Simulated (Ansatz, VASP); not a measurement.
**CF4 in VASP and in Ansatz**

```
C F
1.0
     8.99588    0.00000    0.00000
     0.00000    8.99588    0.00000
     0.00000    0.00000    8.99588
C F
8 32
Direct
  0.24248 0.58489 0.22537
  0.03490 0.44591 0.69859
  0.62460 0.89295 0.64598
  0.82813 0.77765 0.06248
  0.35410 0.09915 0.10474
  0.80106 0.32328 0.19398
  0.14209 0.98257 0.61428
  0.52242 0.42227 0.67602
  0.18467 0.48433 0.13272
  0.35698 0.52478 0.29832
  0.28991 0.70255 0.14787
  0.13873 0.62806 0.32240
  0.13537 0.43036 0.80664
  0.91556 0.36433 0.73061
  0.99598 0.58844 0.68712
  0.09278 0.40041 0.56976
  0.76167 0.83999 0.66729
  0.53395 0.84001 0.75103
  0.62716 0.04103 0.65315
  0.57554 0.85037 0.51227
  0.80117 0.91599 0.01579
  0.80337 0.76902 0.20869
  0.73889 0.68290 0.99147
  0.96984 0.74277 0.03401
  0.41626 0.23392 0.10501
  0.26887 0.08415 0.98419
  0.46053 0.99552 0.10353
  0.27053 0.08304 0.22660
  0.89537 0.33039 0.30847
  0.74789 0.18510 0.18245
  0.68886 0.41794 0.21627
  0.87224 0.35927 0.06872
  0.02293 0.06597 0.58498
  0.17237 0.89629 0.49749
  0.25822 0.07050 0.64156
  0.11508 0.89835 0.73294
  0.61060 0.49500 0.77066
  0.45297 0.31240 0.74751
  0.42222 0.51609 0.62010
  0.60404 0.36599 0.56574
```

Alike in both runs: functional PBE; dispersion D3(BJ); k mesh 1 × 1 × 1; occupations fermi-dirac, width 0.05 eV; no spin polarisation.

Ansatz relaxed the structure, and its values are those at the end. VASP's run is a single point on that final structure, the one shown.

```csv
,VASP,Ansatz
version,VASP 6.6.1,Ansatz 0.2.0
potentials or method,"VASP PAW PBE potentials, release 64 (C, F), cutoff 520 eV","scalar-relativistic, plane waves, PAW"
valence electrons in the cell,256,256
```

|  | VASP | Ansatz | Ansatz less VASP |
| --- | --- | --- | --- |
| rms of the force components (eV/Å) | 0.260 | 0.046 | -0.2142 |

One of these differences is far larger than is usual between the two programs; its cause wasn't traced.
